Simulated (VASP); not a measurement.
# SrO (Fm-3m) in VASP: notebook

SrO is run at these levels: RPBE+D3(BJ), PBEsol+D4, PBE; tasks: single point.

All numbers are computed with VASP 6.6.1; they aren't measurements. Logs are shortened: lines on timing, memory, paths and dates and some standing lists are left out, and cuts for length are marked.

**1. The cell of the first run**

It takes space group Fm-3m (No. 225, cubic). The conventional cell has a = 4.902 Å, b = 4.902 Å, c = 4.902 Å, α = 90.00°, β = 90.00°, γ = 90.00°. Within 3.2 Å of Sr (site symmetry m-3m) lie 6 O at 2.45 Å. Within 3.2 Å of O (site symmetry m-3m) lie 6 Sr at 2.45 Å.

**2. Single point, RPBE+D3(BJ)**

The input, INCAR:

```
SYSTEM = SrO
PREC     = Accurate       ! precision mode
ENCUT    = 910            ! plane-wave cutoff, eV
EDIFF    = 1E-6           ! SCF threshold, eV
ISMEAR   = -1             ! smearing method
SIGMA    = 0.05           ! smearing width, eV
LREAL    = .FALSE.        ! projectors in reciprocal space
LASPH    = .TRUE.         ! aspherical terms in the spheres
NELM     = 120            ! most SCF steps
ALGO     = Normal         ! electronic algorithm
ISIF     = 2              ! what is computed and relaxed
LWAVE    = .FALSE.        ! write WAVECAR
LCHARG   = .FALSE.        ! write CHGCAR
GGA      = RP             ! functional
IVDW     = 12             ! dispersion correction
NBANDS   = 15             ! bands
GGA_COMPAT= .FALSE.
```

The input, KPOINTS:

```
regular mesh
0
G
  9 9 9
  0 0 0
```

The input, POSCAR:

```
SrO
1.0
    0.0000000000      2.4509173858      2.4509173858
    2.4509173858      0.0000000000      2.4509173858
    2.4509173858      2.4509173858      0.0000000000
Sr O
1 1
Direct
    0.5000000000      0.5000000000      0.5000000000
    0.0000000000      0.0000000000      0.0000000000
```

Potentials or basis: VASP PAW PBE potentials, release 64 (Sr_sv, O_h).

Started as:

```console
cat potpaw_PBE.64/Sr_sv/POTCAR potpaw_PBE.64/O_h/POTCAR > POTCAR
mpirun -np 1 vasp_std > vasp.out
```

OUTCAR:

```text
SYSTEM = SrO
   PREC = Accurate
   ENCUT = 910
   EDIFF = 1E-6
   ISMEAR = -1
   LREAL = .FALSE.
   LASPH = .TRUE.
   NELM = 120
   ISIF = 2
   GGA = RP
   IVDW = 12
 IVDW          = 12

 ion  position               nearest neighbor table
   1  0.500  0.500  0.500-   2 2.45   2 2.45   2 2.45   2 2.45   2 2.45   2 2.45
   2  0.000  0.000  0.000-   1 2.45   1 2.45   1 2.45   1 2.45   1 2.45   1 2.45

  LATTYP: Found a face centered cubic cell.
 ALAT       =     4.9018347716

  Lattice vectors:

 A1 = (   0.0000000000,   2.4509173858,   2.4509173858)
 A2 = (   2.4509173858,   0.0000000000,   2.4509173858)
 A3 = (   2.4509173858,   2.4509173858,   0.0000000000)

Analysis of symmetry for initial positions (statically):
=====================================================================
 Subroutine PRICEL returns:
 Original cell was already a primitive cell.

 Routine SETGRP: Setting up the symmetry group for a
 face centered cubic supercell.

 Subroutine GETGRP returns: Found 48 space group operations
[... 9 lines left out ...]

 Routine SETGRP: Setting up the symmetry group for a
 face centered cubic supercell.

 Subroutine GETGRP returns: Found 48 space group operations
[... 11 lines left out ...]
                                     Primitive cell

  volume of cell :      29.4453

  direct lattice vectors                    reciprocal lattice vectors
     0.000000000  2.450917386  2.450917386    -0.204005244  0.204005244  0.204005244
     2.450917386  0.000000000  2.450917386     0.204005244 -0.204005244  0.204005244
     2.450917386  2.450917386  0.000000000     0.204005244  0.204005244 -0.204005244

  length of vectors
     3.466120607  3.466120607  3.466120607     0.353347448  0.353347448  0.353347448

  position of ions in fractional coordinates (direct lattice)
     0.500000000  0.500000000  0.500000000
     0.000000000  0.000000000  0.000000000

  ion indices of the primitive-cell ions
   primitive index   ion index
                 1           1
                 2           2

----------------------------------------------------------------------------------------

 KPOINTS: regular mesh

Automatic generation of k-mesh.
 Grid dimensions read from file:
 generate k-points for:    9    9    9

 Generating k-lattice:

  Cartesian coordinates                     Fractional coordinates (reciprocal lattice)
    -0.022667249  0.022667249  0.022667249     0.111111111  0.000000000  0.000000000
     0.022667249 -0.022667249  0.022667249     0.000000000  0.111111111  0.000000000
     0.022667249  0.022667249 -0.022667249     0.000000000  0.000000000  0.111111111

  Length of vectors
     0.039260828  0.039260828  0.039260828

  Shift w.r.t. Gamma in fractional coordinates (k-lattice)
     0.000000000  0.000000000  0.000000000

 Subroutine IBZKPT returns following result:
 ===========================================

 Found     35 irreducible k-points:

 Following reciprocal coordinates:
            Coordinates               Weight
  0.000000  0.000000  0.000000      1.000000
  0.111111  0.000000  0.000000      8.000000
  0.222222  0.000000  0.000000      8.000000
  0.333333  0.000000  0.000000      8.000000
  0.444444  0.000000  0.000000      8.000000
  0.111111  0.111111  0.000000      6.000000
[... 16 lines left out ...]
 -0.333333  0.333333  0.000000     12.000000
  0.444444  0.444444  0.000000      6.000000
 [... further k-points ...]
   k-points           NKPTS =     35   k-points in BZ     NKDIM =     35   number of bands    NBANDS=     15
   number of dos      NEDOS =    301   number of ions     NIONS =      2
   total plane-waves  NPLWV =  46656
   dimension x,y,z NGX =    36 NGY =   36 NGZ =   36
   dimension x,y,z NGXF=    72 NGYF=   72 NGZF=   72
   ions per type =               1   1
   NGX,Y,Z   is equivalent  to a cutoff of  17.27, 17.27, 17.27 a.u.
   NGXF,Y,Z  is equivalent  to a cutoff of  34.53, 34.53, 34.53 a.u.
 SYSTEM =  SrO
   PREC   = accura    normal or accurate (medium, high low for compatibility)
   ISTART =      0    job   : 0-new  1-cont  2-samecut
   ICHARG =      2    charge: 1-file 2-atom 10-const
   ISPIN  =      1    spin polarized calculation?
   LNONCOLLINEAR =      F non collinear calculations
   LSORBIT =      F    spin-orbit coupling
   LASPH  =      T    aspherical Exc in radial PAW
   ENCUT  =  910.0 eV  66.88 Ry    8.18 a.u.   8.53  8.53  8.53*2*pi/ulx,y,z
   NELM   =    120;   NELMIN=  2; NELMDL= -5     # of ELM steps
   EDIFF  = 0.1E-05   stopping-criterion for ELM
   LREAL  =      F    real-space projection
   EDIFFG = 0.1E-04   stopping-criterion for IOM
   NSW    =      0    number of steps for IOM
   IBRION =     -1    ionic relax: 0-MD 1-quasi-New 2-CG
   NFREE  =      0    steps in history (QN), initial steepest desc. (CG)
   ISIF   =      2    stress and relaxation
   ISYM   =      2    0-nonsym 1-usesym 2-fastsym
   POTIM  = 0.5000    time-step for ionic-motion
   TEBEG  =    0.0;   TEEND  =   0.0 temperature during run
   PSTRESS=    0.0 pullay stress
   NELECT =      16.0000    total number of electrons
   NUPDOWN=      -1.0000    fix difference up-down
   EMIN   =  10.00;   EMAX   =-10.00  energy-range for DOS
   EFERMI =   0.00;   METHOD = LEGACY
   ISMEAR =    -1;   SIGMA  =   0.05  broadening in eV -4-tet -1-fermi 0-gaus
   EFERMI_NEDOS =   21; number of points for ismear=-14 and -15
   IALGO  =     38    algorithm
   IMIX   =      4    mixing-type and parameters
     AMIX     =   0.40;   BMIX     =  1.00
     AMIX_MAG =   1.60;   BMIX_MAG =  1.00
  volume/ion in A,a.u.               =      14.72        99.35
  Fermi-wavevector in a.u.,A,eV,Ry     =   1.335907  2.524498 24.281596  1.784647
  Thomas-Fermi vector in A             =   2.464575
   LORBIT       =      0    0 simple, 1 ext, 2 COOP (PROOUT), +10 PAW based schemes
   GGA     = RP    functional components
   LHFCALC =     F    Hartree Fock is set to
   AEXX    =    0.0000 exact exchange contribution
   IVDW    =    12    specifies the selected vdW correction
   LEPSILON=     F    determine dielectric tensor
   LRPA    =     F    only Hartree local field effects (RPA)
 non-spin polarized calculation
  energy-cutoff  :      910.00
  volume of cell :       29.45
 maximum number of plane-waves:      1854
 NGX is ok and might be reduce to    36
   NGX = 17   NGY = 17   NGZ = 17

 number of electron      15.9999999 magnetization

 Free energy of the ion-electron system (eV)
  ---------------------------------------------------
  ext. energy  EPLUGINS =         0.00000000
  ---------------------------------------------------
  free energy    TOTEN  =       -10.91054060 eV

  energy without entropy =      -10.91054060  energy(sigma->0) =      -10.91054060

 E-fermi :   3.8749     XC(G=0): -10.4957

 val. band max:        2.8577369757   @ k =   0.4444   0.4444   0.0000
 cond. band min:       6.1452218230   @ k =   0.4444   0.4444   0.0000
 fundamental gap:      3.2874848472
 Fermi energy:         3.8748863653

 k-point     1 :       0.0000    0.0000    0.0000
  band No.  band energies     occupation
      1     -29.1986      2.00000
      2     -12.5250      2.00000
      3     -10.6485      2.00000
      4     -10.6485      2.00000
      5     -10.6485      2.00000
      6       2.8340      2.00000
      7       2.8340      2.00000
      8       2.8340      2.00000
      9       8.1224      0.00000
     10       9.3908      0.00000
     11       9.3908      0.00000
     12       9.3908      0.00000
     13      11.8473      0.00000
     14      11.8473      0.00000
     15      16.4703      0.00000

 k-point     2 :       0.1111    0.0000    0.0000
  band No.  band energies     occupation
      1     -29.1697      2.00000
      2     -12.8485      2.00000
      3     -10.6613      2.00000
      4     -10.6613      2.00000
      5     -10.3905      2.00000
      6       2.4479      2.00000
      7       2.6268      2.00000
      8       2.6268      2.00000
      9       8.7149      0.00000
     10       9.2733      0.00000
     11       9.6735      0.00000
     12       9.6735      0.00000
     13      12.2601      0.00000
     14      12.2601      0.00000
     15      17.3820      0.00000

 k-point     3 :       0.2222    0.0000    0.0000
  band No.  band energies     occupation
      1     -29.0954      2.00000
      2     -13.4647      2.00000
      3     -10.6932      2.00000
      4     -10.6932      2.00000
      5      -9.9406      2.00000
      6       1.6501      2.00000
      7       2.1573      2.00000
      8       2.1574      2.00000
      9       9.2434      0.00000
     10      10.0971      0.00000
     11      10.4637      0.00000
     12      10.4637      0.00000
     13      13.3124      0.00000
     14      13.3124      0.00000
     15      19.4643      0.00000

 k-point     4 :       0.3333    0.0000    0.0000
  band No.  band energies     occupation
      1     -29.0087      2.00000
      2     -14.0156      2.00000
      3     -10.7285      2.00000
      4     -10.7285      2.00000
      5      -9.5797      2.00000
      6       0.9089      2.00000
      7       1.6939      2.00000
      8       1.6939      2.00000
      9       9.5802      0.00000
     10      11.5459      0.00000
     11      11.5459      0.00000
     12      11.6011      0.00000
     13      14.6492      0.00000
     14      14.6492      0.00000
     15      20.5618      0.00000
[... 307 lines left out ...]
 k-point    22 :      -0.4444    0.3333    0.0000
  band No.  band energies     occupation
      1     -28.8804      2.00000
      2     -13.4369      2.00000
      3     -11.7585      2.00000
      4     -11.0658      2.00000
      5     -10.4474      2.00000
      6       1.9716      2.00000
      7       2.2873      2.00000
      8       2.4803      2.00000
      9       7.6016      0.00000
     10      11.8500      0.00000
     11      12.8205      0.00000
     12      14.0163      0.00000
     13      14.9197      0.00000
     14      17.7966      0.00000
     15      17.9998      0.00000

 k-point    23 :      -0.3333    0.3333    0.0000
  band No.  band energies     occupation
      1     -28.8867      2.00000
      2     -13.7128      2.00000
      3     -11.7001      2.00000
      4     -10.9490      2.00000
      5     -10.0611      2.00000
      6       1.4076      2.00000
      7       1.8713      2.00000
      8       2.5422      2.00000
      9       8.9825      0.00000
     10      10.7699      0.00000
     11      13.0103      0.00000
     12      13.2435      0.00000
     13      15.4714      0.00000
     14      17.5987      0.00000
     15      19.8762      0.00000

 k-point    24 :       0.4444    0.4444    0.0000
  band No.  band energies     occupation
      1     -28.8816      2.00000
      2     -12.8641      2.00000
      3     -11.7727      2.00000
      4     -11.1913      2.00000
      5     -11.1913      2.00000
      6       2.5691      2.00000
      7       2.8577      2.00000
      8       2.8577      2.00000
      9       6.1452      0.00000
     10      11.7516      0.00000
     11      13.8522      0.00000
     12      14.7239      0.00000
     13      14.8929      0.00000
     14      14.8929      0.00000
     15      19.1384      0.00000

 [... further k-points ...]

------------------------ aborting loop because EDIFF is reached ----------------------------------------

 Edisp (eV)   -3.90791

 E8    (eV) :    -2.8610

  FORCE on cell =-STRESS in cart. coord.  units (eV):
  Direction    XX          YY          ZZ          XY          YZ          ZX
  --------------------------------------------------------------------------------------
  -------------------------------------------------------------------------------------
  Total       0.17723     0.17723     0.17723    -0.00000     0.00000     0.00000
  in kB       9.64369     9.64369     9.64369    -0.00000     0.00000     0.00000
  external pressure =        9.64 kB  Pullay stress =        0.00 kB

 VOLUME and BASIS-vectors are now :
 -----------------------------------------------------------------------------
  energy-cutoff  :      910.00
  volume of cell :       29.45
      direct lattice vectors                 reciprocal lattice vectors
     0.000000000  2.450917386  2.450917386    -0.204005244  0.204005244  0.204005244
     2.450917386  0.000000000  2.450917386     0.204005244 -0.204005244  0.204005244
     2.450917386  2.450917386  0.000000000     0.204005244  0.204005244 -0.204005244

 POSITION                                       TOTAL-FORCE (eV/Angst)
 -----------------------------------------------------------------------------------
      2.45092      2.45092      2.45092         0.000000      0.000000      0.000000
      0.00000      0.00000      0.00000        -0.000000     -0.000000     -0.000000
 -----------------------------------------------------------------------------------
    total drift:                                0.000000      0.000000      0.000000

  FREE ENERGIE OF THE ION-ELECTRON SYSTEM (eV)
  ---------------------------------------------------
  free  energy   TOTEN  =       -14.8184488007 eV

  energy  without entropy=      -14.8184488006  energy(sigma->0) =      -14.81844880
```

It took 30 s on 1 thread of Intel Xeon Platinum 8488C (Sapphire Rapids), shared host; peak memory 0.23 GiB.

What came out:

```
Free energy                : -14.8184 eV
Pressure                   : 1.0 GPa
Band gap on the k mesh     : 3.29 eV, direct
Dispersion energy per atom : -1.954 eV
```

Levels at points of the mesh, in eV from the valence-band top:
```tsv
k point	band 6	band 7	band 8	band 9	band 10	band 11
(0.00, 0.00, 0.00)	-0.02	-0.02	-0.02	5.26	6.53	6.53
```

Caveat: the cutoff is under 1.25 times the usual one of these potentials, so pressure, stress and relaxed cells hold a basis-set (Pulay) error; the PAW data sets were made with another functional, which shifts forces and pressure a little. A hybrid or GW would open this gap; RPBE tends to underestimate it.

**3. Single point, PBEsol+D4**

This run uses another cell than the first one, of 16.63 Å³/atom, 1.129 times its volume.

The input, INCAR:

```
  PREC = Accurate
  ENCUT = 520
  EDIFF = 1E-7
  ISMEAR = -1
  SIGMA = 0.05
  LREAL = F
  LASPH = T
  NELM = 100
  ALGO = Normal
  ISIF = 2
  LWAVE = F
  LCHARG = F
  GGA = PS
  IVDW = 13
  NBANDS = 15
```

The input, KPOINTS:

```
Automatic mesh
0
Gamma
  9 9 9
```

The input, POSCAR:

```
SrO
1.0
    0.0000000000      2.5522442360      2.5522442360
    2.5522442360      0.0000000000      2.5522442360
    2.5522442360      2.5522442360      0.0000000000
Sr O
1 1
Direct
    0.5000000000      0.5000000000      0.5000000000
    0.0000000000      0.0000000000      0.0000000000
```

Potentials or basis: VASP PAW PBE potentials, release 64 (Sr_sv, O).

Started as:

```console
cat potpaw_PBE.64/Sr_sv/POTCAR potpaw_PBE.64/O/POTCAR > POTCAR
mpirun -np 1 vasp_std > vasp.out
```

Run time: 19 s. Hardware: 1 thread of Intel Xeon 6975P-C, shared host; peak memory 0.17 GiB.

The run converged. Its results:

```
Free energy                : -12.8416 eV
Pressure                   : 0.6 GPa
Band gap on the k mesh     : 3.20 eV, indirect (least direct gap 3.28 eV)
Dispersion energy per atom : -0.103 eV
```

Levels at points of the mesh, in eV from the valence-band top:
```tsv
k point	band 4	band 5	band 6	band 7	band 8	band 9	band 10	band 11	band 12	band 13
(0.00, 0.00, 0.00)	-13.79	-13.79	0.00	0.00	0.00	3.98	6.21	6.21	6.21	8.45
```

Caveat: the PAW data sets were made with another functional, which shifts forces and pressure a little. A k mesh can miss the band edges.

(Continued in part 2 of 2.)
